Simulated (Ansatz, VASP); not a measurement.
Two plane-wave programs on Ru

Contents of INCAR:

```
SYSTEM = Ru
PREC     = Accurate       ! precision mode
ENCUT    = 520            ! plane-wave cutoff, eV
EDIFF    = 1E-6           ! SCF threshold, eV
ISMEAR   = 0              ! smearing method
SIGMA    = 0.1            ! smearing width, eV
LREAL    = .False.        ! projectors in reciprocal space
LASPH    = .True.         ! aspherical terms in the spheres
NELM     = 100            ! most SCF steps
ALGO     = Fast           ! electronic algorithm
ISIF     = 2              ! what is computed and relaxed
LWAVE    = .False.        ! write WAVECAR
LCHARG   = .False.        ! write CHGCAR
GGA      = PS             ! functional
NBANDS   = 21             ! bands
```

File KPOINTS:

```
regular mesh
0
Gamma
  15 15 8
  0 0 0
```

File POSCAR:

```
Ru
1.0
    2.6895240361      0.0000000000      0.0000000000
   -1.3447620181      2.3291961394      0.0000000000
    0.0000000000      0.0000000000      4.2519208167
Ru
2
Direct
    0.3333333333      0.6666666667      0.2500000000
    0.6666666667      0.3333333333      0.7500000000
```

Input for Ansatz:

```yaml
crystal:
  lattice:
    - [2.6895240361, 0.0, 0.0]
    - [-1.3447620181, 2.3291961394, 0.0]
    - [0.0, 0.0, 4.2519208167]
  atoms:
    - { symbol: Ru, position: [0.3333333333, 0.6666666667, 0.25] }
    - { symbol: Ru, position: [0.6666666667, 0.3333333333, 0.75] }
basis:
  ecutwfc: 420
kpoints:
  mp_grid: { grid: [15, 15, 8] }
hamiltonian:
  xc: pbesol
scf:
  occupations: { method: gaussian, width: 0.1 }
output:
  forces: true
  stress: true
  eigenvalues: true
```

Alike in both runs: task single point; functional PBEsol; k mesh 15 × 15 × 8; occupations gaussian, width 0.1 eV; no spin polarisation.

|  | VASP | Ansatz |
| --- | --- | --- |
| version | VASP 6.6.1 | Ansatz 0.2.0 |
| potentials or method | VASP PAW PBE potentials, release 64 (Ru_pv), cutoff 520 eV | scalar-relativistic, plane waves, PAW |
| valence electrons in the cell | 28 | 32 |

```csv
,VASP,Ansatz,Ansatz less VASP
gap on the k mesh at the Fermi level (eV),none,none,-
pressure (GPa),0.0,0.0,+0.04
"traceless stress, the component that is largest in VASP (GPa)",-0.11,-0.13,-0.020
```

VASP's potentials were made for PBE, not for PBEsol. A gap of «none» marks a metal or a gap that the smearing closes. The functional is the same, so the differences come from potentials, cutoffs and numerics. VASP's potentials hold 28 valence electrons a cell and Ansatz's 32, so a difference there can come from the potentials and not from the codes.
